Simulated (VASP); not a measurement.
# Mg: single point with PBE

Crystal: Mg.

```
CELL_PARAMETERS angstrom
0.03795 2.16544 2.15942
2.22161 0.01243 2.18494
2.21472 2.18407 0.01932
ATOMIC_POSITIONS crystal
Mg 0.00000 0.00000 0.00000
```

This cell differs from its parent crystal: the cell strained at random.

```json
{"Program": "VASP 6.6.1", "Task": "single point", "Functional": "PBE", "Potentials or basis": "VASP PAW PBE potentials, release 64 (Mg)", "Cutoff": "520 eV", "k mesh": "14 × 14 × 14", "Occupations": "gaussian, width 0.1 eV", "Spin": "no spin polarisation"}
```

- Pressure: 5.1 GPa
- Band gap on the k mesh: zero (bands 1 and 2 overlap by 2.57 eV)

Stress tensor (GPa, compression positive):
```
 4.79 -0.67 -0.98
-0.67  5.14  0.11
-0.98  0.11  5.24
```

Levels at points of the mesh, in eV from the Fermi level:
| k point | band 1 | band 2 | band 3 | band 4 | band 5 |
| --- | --- | --- | --- | --- | --- |
| (0.00, 0.00, 0.00) | -7.39 | 12.69 | 13.04 | 13.41 | 15.06 |
| (0.50, 0.00, 0.00) | -1.77 | -1.09 | 11.41 | 11.93 | 12.63 |
| (0.00, 0.50, 0.00) | -1.91 | -1.32 | 11.64 | 12.19 | 13.05 |
| (0.50, 0.50, 0.00) | -0.15 | 0.96 | 6.22 | 7.21 | 7.67 |
| (0.00, 0.00, 0.50) | -1.87 | -1.26 | 11.58 | 12.12 | 12.93 |
| (0.50, 0.00, 0.50) | -0.19 | 0.92 | 6.24 | 7.15 | 7.81 |
| (0.00, 0.50, 0.50) | -0.39 | 0.71 | 6.42 | 7.66 | 7.76 |
| (0.50, 0.50, 0.50) | -1.97 | -1.42 | 11.97 | 12.10 | 13.35 |

It took 78 s on 1 thread of AMD EPYC 9R45 96-Core Processor (Zen 5) (shared host), peak memory 0.29 GiB.

Caveat: the cell differs from its parent crystal (the cell strained at random); the cell stands under pressure.
